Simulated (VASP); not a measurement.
# AlOsC6N6 (Fm-3m) in VASP: notebook

AlOsC6N6 is run at these levels: PBE; tasks: single point.

Everything below comes from runs of VASP 6.6.1. Logs are shortened: lines on timing, memory, paths and dates and some standing lists are left out, and cuts for length are marked.

**1. The cell of the first run**

The structure is cubic, space group Fm-3m (No. 225). Conventional cell: a = 10.060 Å, b = 10.060 Å, c = 10.060 Å, α = 90.00°, β = 90.00°, γ = 90.00°. Al (site symmetry m-3m) has 6 C at 1.88 Å within 2.5 Å. Os (site symmetry m-3m) has 6 N at 1.98 Å within 2.6 Å. C (site symmetry 4mm) has 1 N at 1.17 Å within 1.6 Å. N (site symmetry 4mm) has 1 C at 1.17 Å within 1.6 Å.

**2. Single point, PBE, collinear spin**

The input, INCAR:

```
  PREC = Accurate
  ENCUT = 520
  EDIFF = 1E-6
  ISMEAR = 0
  SIGMA = 0.1
  LREAL = F
  LASPH = T
  NELM = 150
  ALGO = Normal
  ISIF = 2
  LWAVE = F
  LCHARG = F
  ISPIN = 2
  MAGMOM = 0 1 0 0 0 0 0 0 0 0 0 0 0 0
  LORBIT = 11
  LMAXMIX = 4
  GGA = PE
  NBANDS = 50
```

The input, KPOINTS:

```
Automatic mesh
0
Gamma
  4 4 4
```

The input, POSCAR:

```
AlOsC6N6
1.0
    0.0000000000      5.0300000000      5.0300000000
    5.0300000000      0.0000000000      5.0300000000
    5.0300000000      5.0300000000      0.0000000000
Al Os C N
1 1 6 6
Direct
    0.0000000000      0.0000000000      0.0000000000
    0.5000000000      0.5000000000      0.5000000000
    0.8136182900      0.1863817100      0.1863817100
    0.1863817100      0.8136182900      0.1863817100
    0.1863817100      0.1863817100      0.8136182900
    0.1863817100      0.8136182900      0.8136182900
    0.8136182900      0.1863817100      0.8136182900
    0.8136182900      0.8136182900      0.1863817100
    0.6973161000      0.3026839000      0.3026839000
    0.3026839000      0.6973161000      0.3026839000
    0.3026839000      0.3026839000      0.6973161000
    0.3026839000      0.6973161000      0.6973161000
    0.6973161000      0.3026839000      0.6973161000
    0.6973161000      0.6973161000      0.3026839000
```

Potentials or basis: VASP PAW PBE potentials, release 64 (Al, Os, C, N).

Launch:

```
$ cat potpaw_PBE.64/Al/POTCAR potpaw_PBE.64/Os/POTCAR potpaw_PBE.64/C/POTCAR potpaw_PBE.64/N/POTCAR > POTCAR
$ mpirun -np 1 vasp_std > vasp.out
```

OUTCAR:

```text
PREC = Accurate
   ENCUT = 520
   EDIFF = 1E-6
   ISMEAR = 0
   LREAL = F
   LASPH = T
   NELM = 150
   ISIF = 2
   ISPIN = 2
   LORBIT = 11
   GGA = PE

 ion  position               nearest neighbor table
   1  0.000  0.000  0.000-   3 1.88   4 1.88   5 1.88   6 1.88   7 1.88   8 1.88
   2  0.500  0.500  0.500-   9 1.98  10 1.98  11 1.98  12 1.98  13 1.98  14 1.98
   3  0.814  0.186  0.186-   9 1.17   1 1.88
   4  0.186  0.814  0.186-  10 1.17   1 1.88
   5  0.186  0.186  0.814-  11 1.17   1 1.88
   6  0.186  0.814  0.814-  12 1.17   1 1.88
   7  0.814  0.186  0.814-  13 1.17   1 1.88
   8  0.814  0.814  0.186-  14 1.17   1 1.88
   9  0.697  0.303  0.303-   3 1.17   2 1.98
  10  0.303  0.697  0.303-   4 1.17   2 1.98
  11  0.303  0.303  0.697-   5 1.17   2 1.98
  12  0.303  0.697  0.697-   6 1.17   2 1.98
  13  0.697  0.303  0.697-   7 1.17   2 1.98
  14  0.697  0.697  0.303-   8 1.17   2 1.98

  LATTYP: Found a face centered cubic cell.
 ALAT       =    10.0600000000

  Lattice vectors:

 A1 = (   0.0000000000,   5.0300000000,   5.0300000000)
 A2 = (   5.0300000000,   0.0000000000,   5.0300000000)
 A3 = (   5.0300000000,   5.0300000000,   0.0000000000)

Analysis of symmetry for initial positions (statically):
=====================================================================
 Subroutine PRICEL returns:
 Original cell was already a primitive cell.

 Routine SETGRP: Setting up the symmetry group for a
 face centered cubic supercell.

 Subroutine GETGRP returns: Found 48 space group operations
 (whereof 48 operations were pure point group operations)
 out of a pool of 48 trial point group operations.

The static configuration has the point symmetry O_h .

Analysis of symmetry for dynamics (positions and initial velocities):
=====================================================================
 Subroutine PRICEL returns:
 Original cell was already a primitive cell.

 Routine SETGRP: Setting up the symmetry group for a
 face centered cubic supercell.

 Subroutine GETGRP returns: Found 48 space group operations
 (whereof 48 operations were pure point group operations)
 out of a pool of 48 trial point group operations.

The dynamic configuration has the point symmetry O_h .

Analysis of structural, dynamic, and magnetic symmetry:
=====================================================================
[... 182 lines left out ...]
      6     -18.3496      1.00000
[... 365 lines left out ...]
     43       4.9746      0.00000
     44       4.9747      0.00000
 Fermi energy:        -0.8562707685

 spin component 2

 k-point     1 :       0.0000    0.0000    0.0000
  band No.  band energies     occupation
      1     -18.7295      1.00000
      2     -18.3100      1.00000
      3     -18.3100      1.00000
      4     -18.3100      1.00000
      5     -18.3089      1.00000
      6     -18.3089      1.00000
[... 365 lines left out ...]
     43       5.0673      0.00000
     44       5.0673      0.00000
 [bands above 44 left out]

------------------------ aborting loop because EDIFF is reached ----------------------------------------

  FORCE on cell =-STRESS in cart. coord.  units (eV):
  Direction    XX          YY          ZZ          XY          YZ          ZX
  --------------------------------------------------------------------------------------
  -------------------------------------------------------------------------------------
  Total       13.8788203     13.8788203     13.8788203     -0.0000000     -0.0000000      0.0000000
  in kB       87.3633311     87.3633311     87.3633311     -0.0000000     -0.0000000      0.0000000
  external PRESSURE =      87.3633311 kB  Pullay stress =       0.0000000 kB

 VOLUME and BASIS-vectors are now :
 -----------------------------------------------------------------------------
  energy-cutoff  :      520.00
  volume of cell :      254.53
      direct lattice vectors                 reciprocal lattice vectors
     0.000000000  5.030000000  5.030000000    -0.099403579  0.099403579  0.099403579
     5.030000000  0.000000000  5.030000000     0.099403579 -0.099403579  0.099403579
     5.030000000  5.030000000  0.000000000     0.099403579  0.099403579 -0.099403579

 POSITION                                       TOTAL-FORCE (eV/Angst)
 -----------------------------------------------------------------------------------
      0.00000      0.00000      0.00000        -0.000000      0.000000     -0.000000
      5.03000      5.03000      5.03000        -0.000000      0.000000     -0.000000
      1.87500      5.03000      5.03000         2.718471      0.000000     -0.000000
      5.03000      1.87500      5.03000        -0.000000      2.718471     -0.000000
      5.03000      5.03000      1.87500        -0.000000      0.000000      2.718471
      8.18500      5.03000      5.03000        -2.718471      0.000000     -0.000000
      5.03000      8.18500      5.03000        -0.000000     -2.718471     -0.000000
      5.03000      5.03000      8.18500        -0.000000      0.000000     -2.718471
      3.04500      5.03000      5.03000         0.235920      0.000000     -0.000000
      5.03000      3.04500      5.03000        -0.000000      0.235920     -0.000000
      5.03000      5.03000      3.04500        -0.000000      0.000000      0.235920
      7.01500      5.03000      5.03000        -0.235920      0.000000     -0.000000
      5.03000      7.01500      5.03000        -0.000000     -0.235920     -0.000000
      5.03000      5.03000      7.01500        -0.000000      0.000000     -0.235920
 -----------------------------------------------------------------------------------
    total drift:                                0.000000      0.000000      0.000000

  FREE ENERGIE OF THE ION-ELECTRON SYSTEM (eV)
  ---------------------------------------------------
  free  energy   TOTEN  =      -114.4121482142 eV

  energy  without entropy=     -114.3944647651  energy(sigma->0) =     -114.40330649

 total charge

# of ion       s       p       d       tot
------------------------------------------
    1        0.360   0.590   0.000   0.951
    2        0.612   0.963   6.037   7.612
    3        0.988   1.655   0.000   2.643
    4        0.988   1.655   0.000   2.643
    5        0.988   1.655   0.000   2.643
    6        0.988   1.655   0.000   2.643
    7        0.988   1.655   0.000   2.643
    8        0.988   1.655   0.000   2.643
    9        1.292   2.628   0.000   3.921
   10        1.292   2.628   0.000   3.921
   11        1.292   2.628   0.000   3.921
   12        1.292   2.628   0.000   3.921
   13        1.292   2.628   0.000   3.921
   14        1.292   2.628   0.000   3.921
--------------------------------------------------
tot         14.652  27.252   6.037  47.941

 magnetization (x)

# of ion       s       p       d       tot
------------------------------------------
    1       -0.001  -0.001   0.000  -0.002
    2        0.006   0.007   0.690   0.703
    3        0.002   0.028   0.000   0.030
    4        0.002   0.028   0.000   0.030
    5        0.002   0.028   0.000   0.030
    6        0.002   0.028   0.000   0.030
    7        0.002   0.028   0.000   0.030
    8        0.002   0.028   0.000   0.030
    9       -0.001  -0.001   0.000  -0.002
   10       -0.001  -0.001   0.000  -0.002
   11       -0.001  -0.001   0.000  -0.002
   12       -0.001  -0.001   0.000  -0.002
   13       -0.001  -0.001   0.000  -0.002
   14       -0.001  -0.001   0.000  -0.002
--------------------------------------------------
tot          0.009   0.168   0.690   0.868
```

It took 4.9 min on 1 thread of Intel Xeon Platinum 8488C (Sapphire Rapids), shared host; peak memory 0.6 GiB.

Results:

```yaml
Free_energy: -114.4121 eV
Pressure: 8.7 GPa
Largest_force: 2.718 eV/Å
Band_gap_on_the_k_mesh: zero (filled and empty bands overlap)
Net_moment: 1.00 μB per cell
Site_moments: Al -0.00; Os +0.70; C +0.03; N -0.00 μB
Valence_electrons_inside_the_program's_atomic_spheres: Al 0.95; Os 7.61; C 2.64; N 3.92
```

Forces on the atoms (eV/Å):
```
Al   0.000  0.000  0.000
Os   0.000  0.000  0.000
C    2.718  0.000  0.000
C    0.000  2.718  0.000
C    0.000  0.000  2.718
C   -2.718  0.000  0.000
C    0.000 -2.718  0.000
C    0.000  0.000 -2.718
N    0.236  0.000  0.000
N    0.000  0.236  0.000
N    0.000  0.000  0.236
N   -0.236  0.000  0.000
N    0.000 -0.236  0.000
N    0.000  0.000 -0.236
```

Levels at points of the mesh, in eV from the Fermi level:
Spin up:
```csv
k point,band 29,band 30,band 31,band 32,band 33,band 34,band 35,band 36,band 37,band 38
"(0.00, 0.00, 0.00)",-2.51,-2.51,-1.24,-1.24,-1.24,4.04,4.04,4.04,4.75,4.75
"(0.50, 0.00, 0.00)",-2.10,-2.10,-0.46,-0.46,-0.38,2.75,3.01,3.01,4.95,4.95
"(0.50, 0.50, 0.00)",-2.50,-2.44,-1.23,-0.18,-0.18,3.57,3.57,4.05,4.62,4.96
```
Spin down:
```csv
k point,band 28,band 29,band 30,band 31,band 32,band 33,band 34,band 35,band 36,band 37
"(0.00, 0.00, 0.00)",-2.65,-2.46,-2.46,-0.86,-0.86,-0.86,4.21,4.21,4.21,4.81
"(0.50, 0.00, 0.00)",-2.67,-2.07,-2.07,-0.06,-0.06,0.01,2.79,3.04,3.04,5.13
"(0.50, 0.50, 0.00)",-2.65,-2.45,-2.39,-0.86,0.24,0.24,3.59,3.59,4.22,4.69
```

Caveat: the cell stands under pressure; spin-orbit coupling is left out, which moves the levels of the heavy elements; forces of over 1 eV/Å act on the atoms, so gaps and moduli don't describe the material at rest.

**3. Single point, PBE, collinear spin**

This run uses another cell than the first one, of 20.58 Å³/atom.

The input, INCAR:

```
PREC = Accurate
ENCUT = 520
EDIFF = 1E-6
ISMEAR = 0
SIGMA = 0.1
LREAL = F
LASPH = T
NELM = 150
ALGO = Normal
ISIF = 2
LWAVE = F
LCHARG = F
ISPIN = 2
MAGMOM = 0 1 0 0 0 0 0 0 0 0 0 0 0 0
LORBIT = 11
LMAXMIX = 4
GGA = PE
NBANDS = 50
```

The input, KPOINTS:

```
regular mesh
0
Gamma
  4 4 4
```

The input, POSCAR:

```
AlOsC6N6
1.0
    0.0000000000      5.2425371780      5.2425371780
    5.2425371780      0.0000000000      5.2425371780
    5.2425371780      5.2425371780      0.0000000000
Al Os C N
1 1 6 6
Direct
    0.0000000000      0.0000000000      0.0000000000
    0.5000000000      0.5000000000      0.5000000000
    0.8016380152      0.1983619848      0.1983619848
    0.1983619848      0.8016380152      0.1983619848
    0.1983619848      0.1983619848      0.8016380152
    0.1983619848      0.8016380152      0.8016380152
    0.8016380152      0.1983619848      0.8016380152
    0.8016380152      0.8016380152      0.1983619848
    0.6901840879      0.3098159121      0.3098159121
    0.3098159121      0.6901840879      0.3098159121
    0.3098159121      0.3098159121      0.6901840879
    0.3098159121      0.6901840879      0.6901840879
    0.6901840879      0.3098159121      0.6901840879
    0.6901840879      0.6901840879      0.3098159121
```

Potentials or basis: VASP PAW PBE potentials, release 64 (Al, Os, C, N).

Launch:

```
$ cat potpaw_PBE.64/Al/POTCAR potpaw_PBE.64/Os/POTCAR potpaw_PBE.64/C/POTCAR potpaw_PBE.64/N/POTCAR > POTCAR
$ mpirun -np 1 vasp_std > vasp.out
```

OUTCAR:

```text
PREC = Accurate
   ENCUT = 520
   EDIFF = 1E-6
   ISMEAR = 0
   LREAL = F
   LASPH = T
   NELM = 150
   ISIF = 2
   ISPIN = 2
   LORBIT = 11
   GGA = PE

 ion  position               nearest neighbor table
   1  0.000  0.000  0.000-   3 2.08   4 2.08   5 2.08   6 2.08   7 2.08   8 2.08
   2  0.500  0.500  0.500-   9 1.99  10 1.99  11 1.99  12 1.99  13 1.99  14 1.99
   3  0.802  0.198  0.198-   9 1.17   1 2.08
   4  0.198  0.802  0.198-  10 1.17   1 2.08
   5  0.198  0.198  0.802-  11 1.17   1 2.08
   6  0.198  0.802  0.802-  12 1.17   1 2.08
   7  0.802  0.198  0.802-  13 1.17   1 2.08
   8  0.802  0.802  0.198-  14 1.17   1 2.08
   9  0.690  0.310  0.310-   3 1.17   2 1.99
  10  0.310  0.690  0.310-   4 1.17   2 1.99
  11  0.310  0.310  0.690-   5 1.17   2 1.99
  12  0.310  0.690  0.690-   6 1.17   2 1.99
  13  0.690  0.310  0.690-   7 1.17   2 1.99
  14  0.690  0.690  0.310-   8 1.17   2 1.99
[... 1007 lines left out ...]

  FREE ENERGIE OF THE ION-ELECTRON SYSTEM (eV)
  ---------------------------------------------------
  free  energy   TOTEN  =      -116.1395944423 eV

  energy  without entropy=     -116.1110402335  energy(sigma->0) =     -116.12531734

 total charge

# of ion       s       p       d       tot
------------------------------------------
    1        0.297   0.396   0.000   0.693
    2        0.601   0.936   6.023   7.559
    3        0.966   1.623   0.000   2.589
    4        0.966   1.623   0.000   2.589
    5        0.966   1.623   0.000   2.589
    6        0.966   1.623   0.000   2.589
    7        0.966   1.623   0.000   2.589
    8        0.966   1.623   0.000   2.589
    9        1.292   2.625   0.000   3.918
   10        1.292   2.625   0.000   3.918
   11        1.292   2.625   0.000   3.918
   12        1.292   2.625   0.000   3.918
   13        1.292   2.625   0.000   3.918
   14        1.292   2.625   0.000   3.918
--------------------------------------------------
tot         14.449  26.823   6.023  47.295

 magnetization (x)

# of ion       s       p       d       tot
------------------------------------------
    1       -0.001  -0.002   0.000  -0.003
    2        0.006   0.007   0.694   0.707
    3        0.002   0.028   0.000   0.030
    4        0.002   0.028   0.000   0.030
    5        0.002   0.028   0.000   0.030
    6        0.002   0.028   0.000   0.030
    7        0.002   0.028   0.000   0.030
    8        0.002   0.028   0.000   0.030
    9       -0.002  -0.003   0.000  -0.005
   10       -0.002  -0.003   0.000  -0.005
   11       -0.002  -0.003   0.000  -0.005
   12       -0.002  -0.003   0.000  -0.005
   13       -0.002  -0.003   0.000  -0.005
   14       -0.002  -0.003   0.000  -0.005
--------------------------------------------------
tot          0.008   0.157   0.694   0.859
```

OSZICAR:

```text
N       E                     dE             d eps       ncg     rms          rms(c)
DAV:   1     0.400519060523E+03    0.40052E+03   -0.28563E+04  1600   0.110E+03
DAV:   2    -0.794340605150E+02   -0.47995E+03   -0.45632E+03  2096   0.280E+02
DAV:   3    -0.129730933296E+03   -0.50297E+02   -0.49387E+02  2024   0.895E+01
DAV:   4    -0.130886185866E+03   -0.11553E+01   -0.11429E+01  2080   0.163E+01
DAV:   5    -0.130910549310E+03   -0.24363E-01   -0.24321E-01  1980   0.223E+00    0.484E+01
DAV:   6    -0.119157892461E+03    0.11753E+02   -0.34852E+01  2154   0.314E+01    0.169E+01
DAV:   7    -0.116540205268E+03    0.26177E+01   -0.83450E+00  1994   0.191E+01    0.154E+01
DAV:   8    -0.116234006348E+03    0.30620E+00   -0.17131E+00  1744   0.528E+00    0.819E+00
DAV:   9    -0.116152444734E+03    0.81562E-01   -0.28720E-01  2110   0.257E+00    0.237E+00
DAV:  10    -0.116137733513E+03    0.14711E-01   -0.63771E-02  2192   0.124E+00    0.686E-01
DAV:  11    -0.116138633741E+03   -0.90023E-03   -0.99425E-03  1730   0.516E-01    0.473E-01
DAV:  12    -0.116139208762E+03   -0.57502E-03   -0.17297E-03  1712   0.228E-01    0.202E-01
DAV:  13    -0.116139747489E+03   -0.53873E-03   -0.89592E-04  1648   0.128E-01    0.916E-02
DAV:  14    -0.116139707772E+03    0.39718E-04   -0.89047E-05  1652   0.566E-02    0.737E-02
DAV:  15    -0.116139655495E+03    0.52277E-04   -0.19541E-05  1708   0.207E-02    0.405E-02
DAV:  16    -0.116139597669E+03    0.57826E-04   -0.19006E-05  1632   0.173E-02    0.101E-02
DAV:  17    -0.116139595005E+03    0.26646E-05   -0.11693E-06  1400   0.658E-03    0.483E-03
DAV:  18    -0.116139594442E+03    0.56230E-06   -0.51500E-07  1112   0.353E-03
   1 F= -.11613959E+03 E0= -.11612532E+03  d E =-.285542E-01  mag=     0.9998
```

Run time: 5.3 min. Hardware: 1 thread of Intel Xeon Platinum 8488C (Sapphire Rapids), shared host; peak memory 0.67 GiB.

What came out:

```
Free energy                                           : -116.1396 eV
Pressure                                              : 0.6 GPa
Largest force                                         : 0.338 eV/Å
Band gap on the k mesh                                : zero (filled and empty bands overlap)
Net moment                                            : 1.00 μB per cell
Site moments                                          : Al -0.00; Os +0.71; C +0.03; N -0.01 μB
Valence electrons inside the program's atomic spheres : Al 0.69; Os 7.56; C 2.59; N 3.92
```

Forces on the atoms (eV/Å):
```
Al   0.000  0.000  0.000
Os   0.000  0.000  0.000
C   -0.338  0.000  0.000
C    0.000 -0.338  0.000
C    0.000  0.000 -0.338
C    0.338  0.000  0.000
C    0.000  0.338  0.000
C    0.000  0.000  0.338
N    0.243  0.000  0.000
N    0.000  0.243  0.000
N    0.000  0.000  0.243
N   -0.243  0.000  0.000
N    0.000 -0.243  0.000
N    0.000  0.000 -0.243
```

Caveat: spin-orbit coupling is left out, which moves the levels of the heavy elements.
